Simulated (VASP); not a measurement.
A run of VASP 6.6.1 is set up as follows.

INCAR

```
SYSTEM = C
PREC = Accurate
ENCUT = 520
EDIFF = 1E-6
ISMEAR = 0
SIGMA = 0.05
LREAL = .FALSE.
LASPH = .TRUE.
NELM = 80
ALGO = Normal
ISIF = 2
LWAVE = .FALSE.
LCHARG = .FALSE.
GGA = PE
NBANDS = 36
```

File KPOINTS:

```
Automatic mesh
0
G
  12 12 2
  0 0 0
```

Contents of POSCAR:

```
C
1.0
    2.6529000000      0.0000000000      0.0000000000
   -1.3264500000      2.2974787937      0.0000000000
    0.0000000000      0.0000000000     12.1184000000
C
12
Direct
    0.0000000000      0.0000000000      0.1868593266
    0.0000000000      0.0000000000      0.6868593266
    0.0000000000      0.0000000000      0.3131406734
    0.0000000000      0.0000000000      0.8131406734
    0.3333333333      0.6666666667      0.5207665411
    0.6666666667      0.3333333333      0.0207665411
    0.3333333333      0.6666666667      0.9792334589
    0.6666666667      0.3333333333      0.4792334589
    0.3333333333      0.6666666667      0.6450950823
    0.6666666667      0.3333333333      0.1450950823
    0.3333333333      0.6666666667      0.8549049177
    0.6666666667      0.3333333333      0.3549049177
```

Potentials or basis: VASP PAW PBE potentials, release 64 (C).

Run with:

```bash
$ cat potpaw_PBE.64/C/POTCAR > POTCAR
$ mpirun -np 1 vasp_std > vasp.out
```

Q: Estimate the band gap on the k mesh.

A: 3.42 eV, indirect (least direct gap 4.34 eV).

Q: Predict the pressure.

A: -25.4 GPa.

Stress tensor (GPa, compression positive):
```
-51.49   0.00   0.00
  0.00 -51.49   0.00
  0.00   0.00  26.83
```

A k mesh can miss the band edges. A hybrid or GW would open this gap; PBE tends to underestimate it.
